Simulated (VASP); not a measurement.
BaTiO3 (m.bA), 5 atoms in the cell. The structure is cubic, space group Pm-3m (No. 221). Conventional cell: a = 4.019 Å, b = 4.019 Å, c = 4.019 Å, α = 90.00°, β = 90.00°, γ = 90.00°. Within 3.7 Å of Ba (site symmetry m-3m) lie 12 O at 2.84 Å and 8 Ti at 3.48 Å. Ti (site symmetry m-3m) has 6 O at 2.01 Å within 2.7 Å. Within 2.7 Å of O (site symmetry 4/mmm) lie 2 Ti at 2.01 Å. 

- Program: VASP 6.6.1
- Task: single point
- Functional: PBE
- Potentials or basis: VASP PAW PBE potentials, release 64 (Ba_sv, Ti_sv, O)
- Cutoff: 600 eV
- k mesh: 8 × 8 × 8
- Occupations: gaussian, width 0.02 eV
- Spin: no spin polarisation
- Dipole correction: no
- Further INCAR settings: ALGO = Normal; EDIFF = 1e-06; NBANDS = 28

Potentials or basis: VASP PAW PBE potentials, release 64 (Ba_sv, Ti_sv, O).

Command:

```bash
$ cat potpaw_PBE.64/Ba_sv/POTCAR potpaw_PBE.64/Ti_sv/POTCAR potpaw_PBE.64/O/POTCAR > POTCAR
$ mpirun -np 1 vasp_std > vasp.out
```

Hardware: 1 thread of Intel Xeon 6975P-C, with other jobs on the host.

Estimate the wall time of this run.

Wall time 50 s on 1 thread of Intel Xeon 6975P-C, with other jobs on the host, peak memory 0.23 GiB. Counts: scf iterations 16, k points 35.
